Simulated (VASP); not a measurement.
# WC (P-6m2) in VASP: notebook, part 2 of 3

VASP 6.6.1.

### Step 3. Single point, PBE

This run uses another cell than the first one, of the same volume but with other edges.

INCAR reads:

```
PREC     = Accurate       # precision mode
ENCUT    = 520            # plane-wave cutoff, eV
EDIFF    = 1E-7           # SCF threshold, eV
ISMEAR   = 0              # smearing method
SIGMA    = 0.15           # smearing width, eV
LREAL    = False          # projectors in reciprocal space
LASPH    = True           # aspherical terms in the spheres
NELM     = 100            # most SCF steps
ALGO     = Normal         # electronic algorithm
ISIF     = 2              # what is computed and relaxed
LWAVE    = False          # write WAVECAR
LCHARG   = True           # write CHGCAR
GGA      = PE             # functional
LELF     = True           # ELF
LVHAR    = True         
NBANDS   = 16             # bands
```

KPOINTS reads:

```
regular mesh
0
Gamma
  24 24 18
```

POSCAR reads:

```
WC
1.0
    2.9402392704      0.0000000000      0.0000000000
   -1.4701196352      2.5463219013      0.0000000000
    0.0000000000      0.0000000000      2.7530479113
W C
1 1
Direct
    0.0000000000      0.0000000000      0.0000000000
    0.6666666667      0.3333333333      0.5000000000
```

Potentials or basis: VASP PAW PBE potentials, release 64 (W_sv, C).

Launch:

```
$ cat potpaw_PBE.64/W_sv/POTCAR potpaw_PBE.64/C/POTCAR > POTCAR
$ mpirun -np 1 vasp_std > vasp.out
```

OUTCAR:

```text
PREC = Accurate
   ENCUT = 520
   EDIFF = 1E-7
   ISMEAR = 0
   LREAL = False
   LASPH = True
   NELM = 100
   ISIF = 2
   GGA = PE

 ion  position               nearest neighbor table
   1  0.000  0.000  0.000-   2 2.19   2 2.19   2 2.19   2 2.19   2 2.19   2 2.19
   2  0.667  0.333  0.500-   1 2.19   1 2.19   1 2.19   1 2.19   1 2.19   1 2.19

  LATTYP: Found a hexagonal cell.
 ALAT       =     2.9402392704
 C/A-ratio  =     0.9363346511

  Lattice vectors:

 A1 = (   2.9402392704,   0.0000000000,   0.0000000000)
 A2 = (  -1.4701196352,   2.5463219013,   0.0000000000)
 A3 = (   0.0000000000,   0.0000000000,   2.7530479113)

Analysis of symmetry for initial positions (statically):
=====================================================================
 Subroutine PRICEL returns:
 Original cell was already a primitive cell.

 Routine SETGRP: Setting up the symmetry group for a
 hexagonal supercell.

 Subroutine GETGRP returns: Found 12 space group operations
 (whereof 12 operations were pure point group operations)
 out of a pool of 24 trial point group operations.

The static configuration has the point symmetry D_3h.

Analysis of symmetry for dynamics (positions and initial velocities):
=====================================================================
 Subroutine PRICEL returns:
 Original cell was already a primitive cell.

 Routine SETGRP: Setting up the symmetry group for a
 hexagonal supercell.

 Subroutine GETGRP returns: Found 12 space group operations
 (whereof 12 operations were pure point group operations)
 out of a pool of 24 trial point group operations.

The dynamic configuration has the point symmetry D_3h.

 Subroutine INISYM returns: Found 12 space group operations
 (whereof 12 operations are pure point group operations),
 and found     1 'primitive' translations

----------------------------------------------------------------------------------------

                                     Primitive cell

[... 111 lines left out ...]
  volume/ion in A,a.u.               =      10.31        69.55
  Fermi-wavevector in a.u.,A,eV,Ry     =   1.564813  2.957068 33.315762  2.448639
  Thomas-Fermi vector in A             =   2.667381
   LORBIT       =      0    0 simple, 1 ext, 2 COOP (PROOUT), +10 PAW based schemes
   GGA     = PE    functional components
   LHFCALC =     F    Hartree Fock is set to
   AEXX    =    0.0000 exact exchange contribution
   IVDW    =     0    specifies the selected vdW correction
   LEPSILON=     F    determine dielectric tensor
   LRPA    =     F    only Hartree local field effects (RPA)
 non-spin polarized calculation
 Gauss-broadening in eV      SIGMA  =   0.15
  energy-cutoff  :      520.00
  volume of cell :       20.61
 maximum number of plane-waves:       575
 NGX is ok and might be reduce to    24

 number of electron      18.0000006 magnetization

 Free energy of the ion-electron system (eV)
  ---------------------------------------------------
  ext. energy  EPLUGINS =         0.00000000
  ---------------------------------------------------
  free energy    TOTEN  =       -22.37978404 eV

  energy without entropy =      -22.37635117  energy(sigma->0) =      -22.37806761

 E-fermi :  11.2177     XC(G=0): -13.8266

 val. band max:       11.2093376705   @ k =   0.0417   0.0000   0.2778
 cond. band min:      11.2407654204   @ k =   0.4583   0.0000   0.3889
 fundamental gap:      0.0314277498
 Fermi energy:        11.2176593585

 k-point     1 :       0.0000    0.0000    0.0000
  band No.  band energies     occupation
      1     -62.7921      2.00000
      2     -26.7275      2.00000
      3     -26.7275      2.00000
      4     -26.6718      2.00000
      5      -3.3432      2.00000
      6       6.8573      2.00000
[... 433 lines left out ...]
      3     -26.9099      2.00000
      4     -26.5752      2.00000
      5      -0.1091      2.00000
      6       4.0679      2.00000
[... 8 lines left out ...]
     15      24.2737      0.00000
     16      28.8759      0.00000

 [... further k-points ...]

------------------------ aborting loop because EDIFF is reached ----------------------------------------

  FORCE on cell =-STRESS in cart. coord.  units (eV):
  Direction    XX          YY          ZZ          XY          YZ          ZX
  --------------------------------------------------------------------------------------
  -------------------------------------------------------------------------------------
  Total        0.1774260      0.1774260      4.2536488      0.0000000      0.0000000     -0.0000000
  in kB       13.7917067     13.7917067    330.6453830      0.0000000      0.0000000     -0.0000000
  external PRESSURE =     119.4095988 kB  Pullay stress =       0.0000000 kB

 VOLUME and BASIS-vectors are now :
 -----------------------------------------------------------------------------
  energy-cutoff  :      520.00
  volume of cell :       20.61
      direct lattice vectors                 reciprocal lattice vectors
     2.940239270  0.000000000  0.000000000     0.340108375  0.196361662  0.000000000
    -1.470119635  2.546321901  0.000000000     0.000000000  0.392723324  0.000000000
     0.000000000  0.000000000  2.753047911     0.000000000  0.000000000  0.363233780

 POSITION                                       TOTAL-FORCE (eV/Angst)
 -----------------------------------------------------------------------------------
      0.00000      0.00000      0.00000         0.000000     -0.000000      0.000000
      1.47012      0.84877      1.37652        -0.000000      0.000000      0.000000
 -----------------------------------------------------------------------------------
    total drift:                               -0.000000      0.000000      0.000000

  FREE ENERGIE OF THE ION-ELECTRON SYSTEM (eV)
  ---------------------------------------------------
  free  energy   TOTEN  =       -22.3797840383 eV

  energy  without entropy=      -22.3763511719  energy(sigma->0) =      -22.37806761
```

stdout:

```text
POSCAR found type information on POSCAR W C
 POSCAR found :  2 types and       2 ions
 scaLAPACK will be used
 LDA part: xc-table for (Slater+PW92), standard interpolation
 POSCAR, INCAR and KPOINTS ok, starting setup
 FFT: planning ... GRIDC
 FFT: planning ... GRID_SOFT
 FFT: planning ... GRID
 WAVECAR not read
 entering main loop
```

Run time: 55 s. Hardware: 1 thread of Intel Xeon 6975P-C (Granite Rapids), shared host; peak memory 0.3 GiB.

Results:

| Property | Result |
| --- | --- |
| Free energy | -22.3798 eV |
| Pressure | 11.9 GPa |
| Band gap on the k mesh | zero (bands 9 and 10 overlap by 1.43 eV) |

Stress tensor (GPa, compression positive):
```
 1.38  0.00  0.00
 0.00  1.38  0.00
 0.00  0.00 33.06
```

Caveat: the stress differs along the axes, from 1 to 33 GPa; spin-orbit coupling is left out, which moves the levels of the heavy elements.

### Step 4. Single point, PBE

This run uses another cell than the first one, of the same volume but with other edges.

INCAR reads:

```
SYSTEM = WC
ALGO     = Normal         ! electronic algorithm
EDIFF    = 1E-6           ! SCF threshold, eV
ENCUT    = 520            ! plane-wave cutoff, eV
GGA      = PE             ! functional
ISIF     = 2              ! what is computed and relaxed
ISMEAR   = 0              ! smearing method
LASPH    = .TRUE.         ! aspherical terms in the spheres
LCHARG   = .FALSE.        ! write CHGCAR
LREAL    = .FALSE.        ! projectors in reciprocal space
LWAVE    = .FALSE.        ! write WAVECAR
NBANDS   = 16             ! bands
NELM     = 100            ! most SCF steps
PREC     = Accurate       ! precision mode
SIGMA    = 0.15           ! smearing width, eV
```

KPOINTS reads:

```
k-points
0
G
  24 24 18
  0 0 0
```

POSCAR reads:

```
WC
1.0
    2.8537109727      0.0000000000      0.0000000000
   -1.4268554863      2.4713861974      0.0000000000
    0.0000000000      0.0000000000      2.9225311367
W C
1 1
Direct
    0.0000000000      0.0000000000      0.0000000000
    0.6666666667      0.3333333333      0.5000000000
```

Launch:

```
$ cat potpaw_PBE.64/W_sv/POTCAR potpaw_PBE.64/C/POTCAR > POTCAR
$ mpirun -np 1 vasp_std > vasp.out
```

Run time: 46 s. Hardware: 1 thread of Intel Xeon 6975P-C (Granite Rapids), shared host; peak memory 0.3 GiB.

The run converged. Its results:

| Quantity | Value |
| --- | --- |
| Free energy | -22.3637 eV |
| Pressure | 8.2 GPa |
| Band gap on the k mesh | zero (bands 9 and 10 overlap by 1.18 eV) |

Stress tensor (GPa, compression positive):
```
 19.80   0.00   0.00
  0.00  19.80   0.00
  0.00   0.00 -15.10
```

Levels at points of the mesh, in eV from the Fermi level:
```tsv
k point	band 6	band 7	band 8	band 9	band 10	band 11	band 12	band 13
(0.00, 0.00, 0.00)	-4.43	-2.99	-2.99	-0.35	3.22	3.22	5.49	5.49
(0.50, 0.00, 0.00)	-6.96	-4.13	-3.60	-0.13	2.21	4.91	5.45	6.66
(0.00, 0.00, 0.50)	-8.75	-1.53	-1.53	-0.60	-0.60	2.83	4.81	4.81
(0.50, 0.00, 0.50)	-6.50	-4.31	-3.96	0.21	4.81	5.00	6.67	9.23
```

Caveat: the stress differs along the axes, from -15 to 20 GPa; spin-orbit coupling is left out, which moves the levels of the heavy elements.

### Step 5. Single point, PBE

This run uses another cell than the first one, of the same volume but with other edges.

INCAR reads:

```
  PREC = Accurate
  ENCUT = 520
  EDIFF = 1E-7
  ISMEAR = 0
  SIGMA = 0.15
  LREAL = False
  LASPH = True
  NELM = 60
  ALGO = Normal
  ISIF = 2
  LWAVE = False
  LCHARG = False
  GGA = PE
  NBANDS = 16
```

KPOINTS reads:

```
regular mesh
0
Gamma
  24 24 18
```

POSCAR reads:

```
WC
1.0
    3.1244704561      0.0000000000      0.0000000000
   -1.5622352281      2.7058707884      0.0000000000
    0.0000000000      0.0000000000      2.4379582952
W C
1 1
Direct
    0.0000000000      0.0000000000      0.0000000000
    0.6666666667      0.3333333333      0.5000000000
```

Potentials or basis: VASP PAW PBE potentials, release 64 (W_sv, C).

Launch:

```
$ cat potpaw_PBE.64/W_sv/POTCAR potpaw_PBE.64/C/POTCAR > POTCAR
$ mpirun -np 1 vasp_std > vasp.out
```

OUTCAR:

```text
PREC = Accurate
   ENCUT = 520
   EDIFF = 1E-7
   ISMEAR = 0
   LREAL = False
   LASPH = True
   NELM = 60
   ISIF = 2
   GGA = PE

 ion  position               nearest neighbor table
   1  0.000  0.000  0.000-   2 2.18   2 2.18   2 2.18   2 2.18   2 2.18   2 2.18
   2  0.667  0.333  0.500-   1 2.18   1 2.18   1 2.18   1 2.18   1 2.18   1 2.18

  LATTYP: Found a hexagonal cell.
 ALAT       =     3.1244704561
 C/A-ratio  =     0.7802788759

  Lattice vectors:

[... 643 lines left out ...]

------------------------ aborting loop because EDIFF is reached ----------------------------------------

  FORCE on cell =-STRESS in cart. coord.  units (eV):
  Direction    XX          YY          ZZ          XY          YZ          ZX
  --------------------------------------------------------------------------------------
  -------------------------------------------------------------------------------------
  Total       -2.7750855     -2.7750855     19.7065037      0.0000000     -0.0000000      0.0000000
  in kB     -215.7134364   -215.7134364   1531.8294441      0.0000000     -0.0000000      0.0000000
  external PRESSURE =     366.8008571 kB  Pullay stress =       0.0000000 kB

 VOLUME and BASIS-vectors are now :
 -----------------------------------------------------------------------------
  energy-cutoff  :      520.00
  volume of cell :       20.61
      direct lattice vectors                 reciprocal lattice vectors
     3.124470456  0.000000000  0.000000000     0.320054234  0.184783398  0.000000000
    -1.562235228  2.705870788  0.000000000     0.000000000  0.369566797  0.000000000
     0.000000000  0.000000000  2.437958295     0.000000000  0.000000000  0.410179289

 POSITION                                       TOTAL-FORCE (eV/Angst)
 -----------------------------------------------------------------------------------
      0.00000      0.00000      0.00000        -0.000000      0.000000      0.000000
      1.56224      0.90196      1.21898         0.000000     -0.000000      0.000000
 -----------------------------------------------------------------------------------
    total drift:                               -0.000000      0.000000      0.000000

  FREE ENERGIE OF THE ION-ELECTRON SYSTEM (eV)
  ---------------------------------------------------
  free  energy   TOTEN  =       -20.7546596231 eV

  energy  without entropy=      -20.7469261005  energy(sigma->0) =      -20.75079286
```

OSZICAR:

```text
N       E                     dE             d eps       ncg     rms          rms(c)
DAV:   1     0.112762979662E+03    0.11276E+03   -0.93957E+03 19544   0.126E+03
DAV:   2    -0.204153542995E+02   -0.13318E+03   -0.12821E+03 23288   0.338E+02
DAV:   3    -0.236608517313E+02   -0.32455E+01   -0.32318E+01 21424   0.503E+01
DAV:   4    -0.236775089312E+02   -0.16657E-01   -0.16656E-01 25168   0.408E+00
DAV:   5    -0.236776325704E+02   -0.12364E-03   -0.12364E-03 21608   0.332E-01    0.345E+01
DAV:   6    -0.209001252521E+02    0.27775E+01   -0.74314E+00 23344   0.253E+01    0.103E+01
DAV:   7    -0.207856780457E+02    0.11445E+00   -0.58943E-01 20112   0.615E+00    0.795E+00
DAV:   8    -0.207563886608E+02    0.29289E-01   -0.68106E-02 22736   0.234E+00    0.735E-01
DAV:   9    -0.207547211772E+02    0.16675E-02   -0.42998E-03 21680   0.497E-01    0.154E-01
DAV:  10    -0.207546606106E+02    0.60567E-04   -0.37806E-04 23152   0.200E-01    0.428E-02
DAV:  11    -0.207546594045E+02    0.12061E-05   -0.79036E-06 22392   0.295E-02    0.139E-02
DAV:  12    -0.207546597077E+02   -0.30322E-06   -0.15138E-06 22424   0.124E-02    0.314E-03
DAV:  13    -0.207546596231E+02    0.84556E-07   -0.27691E-08 14264   0.156E-03
   1 F= -.20754660E+02 E0= -.20750793E+02  d E =-.773352E-02
```

Wall time 44 s (1 thread of Intel Xeon 6975P-C (Granite Rapids), shared host); peak memory 0.3 GiB.

What came out:

```yaml
Free_energy: -20.7547 eV
Pressure: 36.7 GPa
Band_gap_on_the_k_mesh: zero (bands 9 and 10 overlap by 3.51 eV)
```

Caveat: the stress differs along the axes, from -22 to 153 GPa; spin-orbit coupling is left out, which moves the levels of the heavy elements.

[end of part 2 of 3]

The gap in the log of VASP goes by the Fermi energy; the results here count the filled bands.